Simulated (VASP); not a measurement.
# Sb (Pm-3m) in VASP: notebook, part 2 of 2

VASP 6.6.1. Earlier steps stand in the parts before.

### Step 3. Single point, r2SCAN0

This run uses another cell than the first one, of 33.45 Å³/atom.

Input file POSCAR:

```
Sb
1.0
    3.2219765189      0.0000000000      0.0000000000
    0.0000000000      3.2219765189      0.0000000000
    0.0000000000      0.0000000000      3.2219765189
Sb
1
Direct
    0.0000000000      0.0000000000      0.0000000000
```

Input file INCAR.step1:

```
SYSTEM = Sb
ALGO = Normal
EDIFF = 1E-5
ENCUT = 440
GGA = PE
GGA_COMPAT = .False.
ISIF = 2
ISMEAR = -1
LASPH = .True.
LCHARG = .False.
LREAL = .False.
LWAVE = .True.
NBANDS = 14
NELM = 120
PREC = Accurate
SIGMA = 0.05
```

Input file INCAR.step2:

```
SYSTEM = Sb
AEXX = 0.25
ALGO = Normal
EDIFF = 1E-6
ENCUT = 440
GGA_COMPAT = .False.
ISIF = 2
ISMEAR = -1
ISTART = 1
LASPH = .True.
LCHARG = .False.
LHFCALC = .True.
LMIXTAU = .True.
LREAL = .False.
LWAVE = .False.
METAGGA = R2SCAN
NBANDS = 14
NELM = 120
PREC = Accurate
PRECFOCK = Normal
SIGMA = 0.05
```

Input file KPOINTS:

```
k-points
0
Gamma
  4 4 4
  0 0 0
```

Potentials or basis: VASP PAW PBE potentials, release 64 (Sb_d_GW).

Run with:

```
cat potpaw_PBE.64/Sb_d_GW/POTCAR > POTCAR
cp INCAR.step1 INCAR
mpirun -np 1 vasp_std > vasp.out
cp INCAR.step2 INCAR
mpirun -np 1 vasp_std > vasp.out
```

OUTCAR:

```text
SYSTEM = Sb
   AEXX = 0.25
   EDIFF = 1E-6
   ENCUT = 440
   ISIF = 2
   ISMEAR = -1
   ISTART = 1
   LASPH = .True.
   LHFCALC = .True.
   LREAL = .False.
   METAGGA = R2SCAN
   NELM = 120
   PREC = Accurate
   PRECFOCK = Normal

 ion  position               nearest neighbor table
   1  0.000  0.000  0.000-

  LATTYP: Found a simple cubic cell.
 ALAT       =     3.2219765189

  Lattice vectors:

 A1 = (   3.2219765189,   0.0000000000,   0.0000000000)
 A2 = (   0.0000000000,   3.2219765189,   0.0000000000)
 A3 = (   0.0000000000,   0.0000000000,   3.2219765189)

Analysis of symmetry for initial positions (statically):
=====================================================================
 Subroutine PRICEL returns:
 Original cell was already a primitive cell.

 Routine SETGRP: Setting up the symmetry group for a
 simple cubic supercell.

 Subroutine GETGRP returns: Found 48 space group operations
 (whereof 48 operations were pure point group operations)
 out of a pool of 48 trial point group operations.

The static configuration has the point symmetry O_h .

[... 160 lines left out ...]
      1     -28.8274      2.00000
      2     -28.8274      2.00000
      3     -28.6833      2.00000
      4     -28.6833      2.00000
      5     -28.6833      2.00000
      6      -9.9272      2.00000
      7       7.6498      0.00000
      8       7.6498      0.00000
      9       7.6498      0.00000
     10      11.9202      0.00000
     11      11.9202      0.00000
     12      12.9289      0.00000
     13      24.1922      0.00000
     14      24.1922      0.00000
[... 139 lines left out ...]
      1     -28.7572      2.00000
      2     -28.7572      2.00000
      3     -28.7572      2.00000
      4     -28.6340      2.00000
      5     -28.6340      2.00000
      6      -1.9688      2.00000
      7       1.7433      2.00000
      8       1.7433      2.00000
      9       1.7433      2.00000
     10       9.9499      0.00000
     11       9.9499      0.00000
     12       9.9499      0.00000
     13      12.3258      0.00000
     14      29.7832      0.00000

------------------------ aborting loop because EDIFF is reached ----------------------------------------

  FORCE on cell =-STRESS in cart. coord.  units (eV):
  Direction    XX          YY          ZZ          XY          YZ          ZX
  --------------------------------------------------------------------------------------
  -------------------------------------------------------------------------------------
  Total       -1.6970919     -1.6970919     -1.6970919     -0.0000000      0.0000000     -0.0000000
  in kB      -81.2921932    -81.2921932    -81.2921932     -0.0000000      0.0000000     -0.0000000
  external PRESSURE =     -81.2921932 kB  Pullay stress =       0.0000000 kB

 VOLUME and BASIS-vectors are now :
 -----------------------------------------------------------------------------
  energy-cutoff  :      440.00
  volume of cell :       33.45
      direct lattice vectors                 reciprocal lattice vectors
     3.221976519  0.000000000  0.000000000     0.310368494  0.000000000  0.000000000
     0.000000000  3.221976519  0.000000000     0.000000000  0.310368494  0.000000000
     0.000000000  0.000000000  3.221976519     0.000000000  0.000000000  0.310368494

 POSITION                                       TOTAL-FORCE (eV/Angst)
 -----------------------------------------------------------------------------------
      0.00000      0.00000      0.00000         0.000000      0.000000      0.000000
 -----------------------------------------------------------------------------------
    total drift:                               -0.000003     -0.000002     -0.000003

  FREE ENERGIE OF THE ION-ELECTRON SYSTEM (eV)
  ---------------------------------------------------
  free  energy   TOTEN  =       -21.1397000959 eV

  energy  without entropy=      -21.1311538815  energy(sigma->0) =      -21.13542699
```

OUTCAR.step1:

```text
SYSTEM = Sb
   EDIFF = 1E-5
   ENCUT = 440
   GGA = PE
   ISIF = 2
   ISMEAR = -1
   LASPH = .True.
[... 370 lines left out ...]
 -----------------------------------------------------------------------------------
      0.00000      0.00000      0.00000         0.000000      0.000000      0.000000
 -----------------------------------------------------------------------------------
    total drift:                                0.000000     -0.000000      0.000000

  FREE ENERGIE OF THE ION-ELECTRON SYSTEM (eV)
  ---------------------------------------------------
  free  energy   TOTEN  =        -3.6614015512 eV

  energy  without entropy=       -3.6514666447  energy(sigma->0) =       -3.65643410
```

Run time: 1.7 min. Hardware: 1 thread of Intel Xeon 6975P-C (Granite Rapids), shared host; peak memory 0.15 GiB.

Results:

- Free energy: -21.1397 eV
- Pressure: -8.1 GPa
- Band gap on the k mesh: zero (an odd number of electrons rules out a gap without spin polarisation)

Levels at points of the mesh, in eV from the Fermi level:
```tsv
k point	band 3	band 4	band 5	band 6	band 7	band 8	band 9	band 10	band 11	band 12
(0.00, 0.00, 0.00)	-32.89	-32.89	-32.89	-14.13	3.44	3.44	3.44	7.71	7.71	8.72
(0.50, 0.00, 0.00)	-32.93	-32.91	-32.89	-11.74	-6.52	5.44	5.44	10.04	11.44	12.20
(0.50, 0.50, 0.00)	-32.92	-32.92	-32.84	-9.10	-4.40	-4.40	3.09	7.37	14.16	14.29
(0.50, 0.50, 0.50)	-32.96	-32.84	-32.84	-6.18	-2.46	-2.46	-2.46	5.74	5.74	5.74
```

Caveat: the k points lie up to 0.49 Å⁻¹ apart, too coarse for converged energies and pressures of a metal; the PAW data sets were made with another functional, which shifts forces and pressure a little; spin-orbit coupling is left out, which moves the levels of the heavy elements; an odd number of electrons without spin polarisation forces a metal; a magnetic or distorted state may lie lower.

### Step 4. Relaxation of cell and atoms, PBEsol-based global hybrid with 25 % exact exchange

This run uses another cell than the first one, of 31.55 Å³/atom.

Input file POSCAR:

```
Sb
1.0
    3.1600000000      0.0000000000      0.0000000000
    0.0000000000      3.1600000000      0.0000000000
    0.0000000000      0.0000000000      3.1600000000
Sb
1
Direct
    0.0000000000      0.0000000000      0.0000000000
```

Input file INCAR.step1:

```
SYSTEM = Sb
ALGO     = Normal         ! electronic algorithm
EDIFF    = 1E-5           ! SCF threshold, eV
EDIFFG   = -0.005         ! ionic threshold
ENCUT    = 500            ! plane-wave cutoff, eV
GGA      = PE             ! functional
GGA_COMPAT= .False.      
IBRION   = 2              ! ionic algorithm
ISIF     = 3              ! what is computed and relaxed
ISMEAR   = -1             ! smearing method
LASPH    = .True.         ! aspherical terms in the spheres
LCHARG   = .False.        ! write CHGCAR
LREAL    = .False.        ! projectors in reciprocal space
LWAVE    = .True.         ! write WAVECAR
NBANDS   = 14             ! bands
NELM     = 120            ! most SCF steps
NELMIN   = 4            
NSW      = 100            ! ionic steps
PREC     = Accurate       ! precision mode
SIGMA    = 0.05           ! smearing width, eV
```

Input file INCAR.step2:

```
SYSTEM = Sb
AEXX     = 0.25           ! exact-exchange fraction
ALGO     = Normal         ! electronic algorithm
EDIFF    = 1E-7           ! SCF threshold, eV
EDIFFG   = -0.01          ! ionic threshold
ENCUT    = 500            ! plane-wave cutoff, eV
GGA      = PS             ! functional
GGA_COMPAT= .False.      
IBRION   = 2              ! ionic algorithm
ISIF     = 3              ! what is computed and relaxed
ISMEAR   = -1             ! smearing method
ISTART   = 1            
LASPH    = .True.         ! aspherical terms in the spheres
LCHARG   = .False.        ! write CHGCAR
LHFCALC  = .True.         ! exact exchange
LREAL    = .False.        ! projectors in reciprocal space
LWAVE    = .False.        ! write WAVECAR
NELM     = 120            ! most SCF steps
NELMIN   = 4            
NSW      = 60             ! ionic steps
PREC     = Accurate       ! precision mode
PRECFOCK = Normal       
SIGMA    = 0.05           ! smearing width, eV
```

KPOINTS is that of step 3.

Run with:

```
cat potpaw_PBE.64/Sb_d_GW/POTCAR > POTCAR
cp INCAR.step1 INCAR
mpirun -np 1 vasp_std > vasp.out
cp INCAR.step2 INCAR
mpirun -np 1 vasp_std > vasp.out
```

Wall time 22 min (1 thread of Intel Xeon Platinum 8375C at 2.90GHz (Ice Lake), shared host); peak memory 0.16 GiB.

The run converged. Its results:

```yaml
Free_energy: -5.3656 eV
Relaxed_volume: 27.48 Å³/atom
Relaxed_cell: a = 3.018 Å, b = 3.018 Å, c = 3.018 Å, α = 90.00°, β = 90.00°, γ = 90.00°
Space_group_after_relaxing_to_0.1_Å: Pm-3m (No. 221)
Energy_gained_by_relaxing: 107.5 meV/atom
Ionic_steps: 8
Pressure_after_relaxing: 0.0 GPa
Band_gap_on_the_k_mesh: zero (an odd number of electrons rules out a gap without spin polarisation)
```

Step by step:
```
step  energy change (eV)  largest force (eV/Å)  pressure (GPa)  volume (Å³)
   1              0.0000                0.0000           -7.34        31.55
   2             -0.0656                0.0000            7.25        25.40
   3             -0.1075                0.0000           -0.07        27.49
   4             -0.1075                0.0000            0.26        27.41
   5             -0.1074                0.0000           -0.29        27.57
   6             -0.1075                0.0000            0.08        27.47
   7             -0.1075                0.0000           -0.10        27.49
   8             -0.1075                0.0000            0.04        27.48
```

Final structure:
```cif
data_structure
_symmetry_space_group_name_H-M 'P 1'
_symmetry_Int_Tables_number 1
_cell_length_a 3.0176
_cell_length_b 3.0176
_cell_length_c 3.0176
_cell_angle_alpha 90.000
_cell_angle_beta 90.000
_cell_angle_gamma 90.000
_cell_volume 27.48
loop_
_atom_site_label
_atom_site_type_symbol
_atom_site_fract_x
_atom_site_fract_y
_atom_site_fract_z
_atom_site_occupancy
Sb1 Sb 0.00000 0.00000 0.00000 1
```

Levels at points of the mesh, in eV from the Fermi level:
```tsv
k point	band 3	band 4	band 5	band 6	band 7	band 8	band 9	band 10	band 11
(0.00, 0.00, 0.00)	-32.54	-32.54	-32.54	-15.52	3.76	3.76	3.76	7.61	7.61
(0.50, 0.00, 0.00)	-32.61	-32.59	-32.54	-12.44	-7.95	6.35	6.35	10.47	11.38
(0.50, 0.50, 0.00)	-32.60	-32.60	-32.46	-9.00	-5.34	-5.34	2.00	8.97	14.18
(0.50, 0.50, 0.50)	-32.68	-32.46	-32.46	-5.07	-2.93	-2.93	-2.93	5.11	5.11
```

Caveat: the k points lie up to 0.52 Å⁻¹ apart in the final cell, too coarse for converged energies and pressures of a metal; the PAW data sets were made with another functional, which shifts forces and pressure a little; spin-orbit coupling is left out, which moves the levels of the heavy elements; an odd number of electrons without spin polarisation forces a metal; a magnetic or distorted state may lie lower.

### Step 5. Overview

| task | level | cell | k mesh | cutoff (eV) | gap on the mesh (eV) | pressure (GPa) |
| --- | --- | --- | --- | --- | --- | --- |
| single point | PBE0 | a = 3.117 Å, 1 atom | 6 × 6 × 6 | 400 | none | -1.4 |
| single point | r2SCAN0 | a = 3.222 Å, 1 atom | 4 × 4 × 4 | 440 | none | -8.1 |
| relaxation of cell and atoms | PBEsol-based global hybrid with 25 % exact exchange | relaxed from a = 3.160 Å, 1 atom | 4 × 4 × 4 | 500 | none | 0.0 |

Alike in all rows: potentials or basis VASP PAW PBE potentials, release 64 (Sb_d_GW); no spin polarisation; smearing fermi-dirac 0.05 eV.

Caveats: some runs use coarse meshes; the PAW data sets were made with another functional, which shifts forces and pressure a little; spin-orbit coupling is left out, which moves the levels of the heavy elements; an odd number of electrons without spin polarisation forces a metal; a magnetic or distorted state may lie lower.

Absolute energies hang on the potentials; compare differences alone.
